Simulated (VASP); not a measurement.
# Ni (P6_3/mmc) in VASP: single point with PBEsol

Aim: the single point of Ni with PBEsol.

Program: VASP 6.6.1. These are calculated values, not measurements. Logs are shortened: lines on timing, memory, paths and dates and some standing lists are left out, and cuts for length are marked.

### Step 1. The cell of the first run

Symmetry: P6_3/mmc, No. 194, hexagonal system. The conventional cell has a = 2.366 Å, b = 2.366 Å, c = 3.887 Å, α = 90.00°, β = 90.00°, γ = 120.00°. Ni (site symmetry -6m2) has 12 Ni at 2.37 to 2.38 Å within 3.1 Å.

This isn't the form of Ni at room conditions, which is fcc.

### Step 2. Single point, PBEsol, collinear spin, ferromagnetic start

The input, INCAR:

```
  PREC = Accurate
  ENCUT = 520
  EDIFF = 1E-6
  ISMEAR = -1
  SIGMA = 0.05
  LREAL = False
  LASPH = True
  NELM = 150
  ALGO = Normal
  ISIF = 2
  LWAVE = False
  LCHARG = True
  ISPIN = 2
  MAGMOM = 1 1
  LORBIT = 11
  LMAXMIX = 4
  GGA = PS
  LELF = True
  LVHAR = True
  NBANDS = 21
```

The input, KPOINTS:

```
Automatic mesh
0
Gamma
  18 18 10
```

The input, POSCAR:

```
Ni
1.0
    2.3661705849      0.0000000000      0.0000000000
   -1.1830852924      2.0491638362      0.0000000000
    0.0000000000      0.0000000000      3.8872984213
Ni
2
Direct
    0.3333333333      0.6666666667      0.2500000000
    0.6666666667      0.3333333333      0.7500000000
```

Potentials or basis: VASP PAW PBE potentials, release 64 (Ni).

Run with:

```sh
$ cat potpaw_PBE.64/Ni/POTCAR > POTCAR
$ mpirun -np 1 vasp_std > vasp.out
```

OUTCAR:

```text
PREC = Accurate
   ENCUT = 520
   EDIFF = 1E-6
   ISMEAR = -1
   LREAL = False
   LASPH = True
   NELM = 150
   ISIF = 2
   ISPIN = 2
   LORBIT = 11
   GGA = PS

 ion  position               nearest neighbor table
   1  0.333  0.667  0.250-   2 2.38   2 2.38   2 2.38   2 2.38   2 2.38   2 2.38
   2  0.667  0.333  0.750-   1 2.38   1 2.38   1 2.38   1 2.38   1 2.38   1 2.38

  LATTYP: Found a hexagonal cell.
 ALAT       =     2.3661705849
 C/A-ratio  =     1.6428648239

  Lattice vectors:

 A1 = (   2.3661705849,   0.0000000000,   0.0000000000)
 A2 = (  -1.1830852924,   2.0491638362,   0.0000000000)
 A3 = (   0.0000000000,   0.0000000000,   3.8872984213)

Analysis of symmetry for initial positions (statically):
=====================================================================
 Subroutine PRICEL returns:
 Original cell was already a primitive cell.

 Routine SETGRP: Setting up the symmetry group for a
 hexagonal supercell.

 Subroutine GETGRP returns: Found 24 space group operations
 (whereof 12 operations were pure point group operations)
 out of a pool of 24 trial point group operations.

The static configuration has the point symmetry D_3d.
 The point group associated with its full space group is D_6h.

Analysis of symmetry for dynamics (positions and initial velocities):
=====================================================================
 Subroutine PRICEL returns:
 Original cell was already a primitive cell.

 Routine SETGRP: Setting up the symmetry group for a
 hexagonal supercell.

 Subroutine GETGRP returns: Found 24 space group operations
 (whereof 12 operations were pure point group operations)
 out of a pool of 24 trial point group operations.

The dynamic configuration has the point symmetry D_3d.
 The point group associated with its full space group is D_6h.

Analysis of structural, dynamic, and magnetic symmetry:
=====================================================================
 Subroutine PRICEL returns:
 Original cell was already a primitive cell.

 Routine SETGRP: Setting up the symmetry group for a
 hexagonal supercell.

 Subroutine GETGRP returns: Found 24 space group operations
 (whereof 12 operations were pure point group operations)
 out of a pool of 24 trial point group operations.

The overall configuration has the point symmetry D_3d.
 The point group associated with its full space group is D_6h.

 Subroutine INISYM returns: Found 24 space group operations
 (whereof 12 operations are pure point group operations),
 and found     1 'primitive' translations

----------------------------------------------------------------------------------------

                                     Primitive cell

  volume of cell :      18.8482

  direct lattice vectors                    reciprocal lattice vectors
     2.366170585  0.000000000  0.000000000     0.422623798  0.244001964  0.000000000
    -1.183085292  2.049163836  0.000000000     0.000000000  0.488003927  0.000000000
     0.000000000  0.000000000  3.887298421     0.000000000  0.000000000  0.257248066

  length of vectors
     2.366170585  2.366170585  3.887298421     0.488003927  0.488003927  0.257248066

  position of ions in fractional coordinates (direct lattice)
     0.333333333  0.666666667  0.250000000
     0.666666667  0.333333333  0.750000000

  ion indices of the primitive-cell ions
   primitive index   ion index
                 1           1
                 2           2

----------------------------------------------------------------------------------------

 KPOINTS: Automatic mesh

Automatic generation of k-mesh.
 Grid dimensions read from file:
 generate k-points for:   18   18   10

 Generating k-lattice:

  Cartesian coordinates                     Fractional coordinates (reciprocal lattice)
     0.023479100  0.013555665  0.000000000     0.055555556  0.000000000  0.000000000
     0.000000000  0.027111329  0.000000000     0.000000000  0.055555556  0.000000000
     0.000000000  0.000000000  0.025724807     0.000000000  0.000000000  0.100000000

  Length of vectors
     0.027111329  0.027111329  0.025724807

  Shift w.r.t. Gamma in fractional coordinates (k-lattice)
     0.000000000  0.000000000  0.000000000

 Subroutine IBZKPT returns following result:
 ===========================================

 Found    222 irreducible k-points:

 Following reciprocal coordinates:
            Coordinates               Weight
  0.000000  0.000000  0.000000      1.000000
  0.055556  0.000000  0.000000      6.000000
  0.111111  0.000000  0.000000      6.000000
  0.166667  0.000000  0.000000      6.000000
  0.222222 -0.000000  0.000000      6.000000
  0.277778  0.000000  0.000000      6.000000
[... 16 lines left out ...]
  0.333333  0.111111  0.000000     12.000000
  0.388889  0.111111  0.000000     12.000000
 [... further k-points ...]
   k-points           NKPTS =    222   k-points in BZ     NKDIM =    222   number of bands    NBANDS=     21
   number of dos      NEDOS =    301   number of ions     NIONS =      2
   total plane-waves  NPLWV =   9720
   dimension x,y,z NGX =    18 NGY =   18 NGZ =   30
   dimension x,y,z NGXF=    36 NGYF=   36 NGZF=   60
   ions per type =               2
   NGX,Y,Z   is equivalent  to a cutoff of  12.65, 12.65, 12.83 a.u.
   NGXF,Y,Z  is equivalent  to a cutoff of  25.29, 25.29, 25.66 a.u.
 SYSTEM =  unknown system
   PREC   = accura    normal or accurate (medium, high low for compatibility)
   ISTART =      0    job   : 0-new  1-cont  2-samecut
   ICHARG =      2    charge: 1-file 2-atom 10-const
   ISPIN  =      2    spin polarized calculation?
   LNONCOLLINEAR =      F non collinear calculations
   LSORBIT =      F    spin-orbit coupling
   LASPH  =      T    aspherical Exc in radial PAW
   ENCUT  =  520.0 eV  38.22 Ry    6.18 a.u.   4.40  4.40  7.23*2*pi/ulx,y,z
   NELM   =    150;   NELMIN=  2; NELMDL= -5     # of ELM steps
   EDIFF  = 0.1E-05   stopping-criterion for ELM
   LREAL  =      F    real-space projection
[... 7 lines left out ...]
   TEBEG  =    0.0;   TEEND  =   0.0 temperature during run
   PSTRESS=    0.0 pullay stress
   NELECT =      20.0000    total number of electrons
   NUPDOWN=      -1.0000    fix difference up-down
   EMIN   =  10.00;   EMAX   =-10.00  energy-range for DOS
   EFERMI =   0.00;   METHOD = LEGACY
   ISMEAR =    -1;   SIGMA  =   0.05  broadening in eV -4-tet -1-fermi 0-gaus
   EFERMI_NEDOS =   21; number of points for ismear=-14 and -15
   IALGO  =     38    algorithm
   IMIX   =      4    mixing-type and parameters
     AMIX     =   0.40;   BMIX     =  1.00
     AMIX_MAG =   1.60;   BMIX_MAG =  1.00
  volume/ion in A,a.u.               =       9.42        63.60
  Fermi-wavevector in a.u.,A,eV,Ry     =   1.669788  3.155441 37.935647  2.788191
  Thomas-Fermi vector in A             =   2.755399
   LORBIT       =     11    0 simple, 1 ext, 2 COOP (PROOUT), +10 PAW based schemes
   GGA     = PS    functional components
   LHFCALC =     F    Hartree Fock is set to
   AEXX    =    0.0000 exact exchange contribution
   IVDW    =     0    specifies the selected vdW correction
   LEPSILON=     F    determine dielectric tensor
   LRPA    =     F    only Hartree local field effects (RPA)
 spin polarized calculation
  energy-cutoff  :      520.00
  volume of cell :       18.85
 maximum number of plane-waves:       537
 NGX is ok and might be reduce to    18
   NGX =  9   NGY =  9   NGZ = 15

 number of electron      20.0000019 magnetization       1.1763969

 Free energy of the ion-electron system (eV)
  ---------------------------------------------------
  ext. energy  EPLUGINS =         0.00000000
  ---------------------------------------------------
  free energy    TOTEN  =       -12.07664008 eV

  energy without entropy =      -12.04676662  energy(sigma->0) =      -12.06170335

 E-fermi :  11.4031     XC(G=0): -14.3094

 val. band max:       11.4004954176   @ k =   0.3889   0.1111   0.4000
 cond. band min:      11.4033690806   @ k =   0.2778   0.1111   0.3000
 fundamental gap:      0.0028736630
 Fermi energy:        11.4031230622

 spin component 1

 k-point     1 :       0.0000    0.0000    0.0000
  band No.  band energies     occupation
      1       1.2677      1.00000
      2       5.6876      1.00000
      3       8.5668      1.00000
      4       8.6852      1.00000
      5       8.6852      1.00000
      6       9.0222      1.00000
[... 13 lines left out ...]
     20      39.8321      0.00000
     21      44.5846      0.00000
[... 529 lines left out ...]
 k-point    24 :       0.3889    0.1111    0.0000
  band No.  band energies     occupation
      1       6.1989      1.00000
      2       6.4718      1.00000
      3       6.6282      1.00000
      4       8.1276      1.00000
      5       8.5085      1.00000
      6       8.7317      1.00000
[... 13 lines left out ...]
     20      38.7296      0.00000
     21      43.9959      0.00000

 [... further k-points ...]

 spin component 2

 k-point     1 :       0.0000    0.0000    0.0000
  band No.  band energies     occupation
      1       1.2707      1.00000
      2       6.0547      1.00000
      3       9.2023      1.00000
      4       9.3034      1.00000
      5       9.3034      1.00000
      6       9.6595      1.00000
[... 13 lines left out ...]
     20      39.9396      0.00000
     21      44.5602      0.00000
[... 529 lines left out ...]
 k-point    24 :       0.3889    0.1111    0.0000
  band No.  band energies     occupation
      1       6.5013      1.00000
      2       6.9350      1.00000
      3       7.0694      1.00000
      4       8.4562      1.00000
      5       9.0769      1.00000
      6       9.2788      1.00000
[... 13 lines left out ...]
     20      38.8629      0.00000
     21      44.0125      0.00000

 [... further k-points ...]

------------------------ aborting loop because EDIFF is reached ----------------------------------------

  FORCE on cell =-STRESS in cart. coord.  units (eV):
  Direction    XX          YY          ZZ          XY          YZ          ZX
  --------------------------------------------------------------------------------------
  -------------------------------------------------------------------------------------
  Total        3.3445406      3.3445406      3.3382904      0.0000000      0.0000000      0.0000000
  in kB      284.2997240    284.2997240    283.7684288      0.0000000      0.0000000      0.0000000
  external PRESSURE =     284.1226256 kB  Pullay stress =       0.0000000 kB

 VOLUME and BASIS-vectors are now :
 -----------------------------------------------------------------------------
  energy-cutoff  :      520.00
  volume of cell :       18.85
      direct lattice vectors                 reciprocal lattice vectors
     2.366170585  0.000000000  0.000000000     0.422623798  0.244001964  0.000000000
    -1.183085292  2.049163836  0.000000000     0.000000000  0.488003927  0.000000000
     0.000000000  0.000000000  3.887298421     0.000000000  0.000000000  0.257248066

 POSITION                                       TOTAL-FORCE (eV/Angst)
 -----------------------------------------------------------------------------------
     -0.00000      1.36611      0.97182         0.000000      0.000000      0.000000
      1.18309      0.68305      2.91547        -0.000000      0.000000      0.000000
 -----------------------------------------------------------------------------------
    total drift:                               -0.000000      0.000000     -0.000000

  FREE ENERGIE OF THE ION-ELECTRON SYSTEM (eV)
  ---------------------------------------------------
  free  energy   TOTEN  =       -12.0766400795 eV

  energy  without entropy=      -12.0467666156  energy(sigma->0) =      -12.06170335

 total charge

# of ion       s       p       d       tot
------------------------------------------
    1        0.567   0.646   8.400   9.613
    2        0.567   0.646   8.400   9.613
--------------------------------------------------
tot          1.134   1.292  16.801  19.226

 magnetization (x)

# of ion       s       p       d       tot
------------------------------------------
    1       -0.005  -0.024   0.615   0.586
    2       -0.005  -0.024   0.615   0.586
--------------------------------------------------
tot         -0.010  -0.049   1.230   1.171
```

It took 2.3 min on 1 thread of Intel Xeon 8259CL, shared host; peak memory 0.23 GiB.

What came out:

```yaml
Free_energy: -12.0766 eV
Pressure: 28.4 GPa
Net_moment: 1.18 μB per cell
Site_moments: Ni +0.59 μB
Valence_electrons_inside_the_program's_atomic_spheres: Ni 9.61
```

Caveat: the cell stands under pressure; the PAW data sets were made with another functional, which shifts forces and pressure a little.
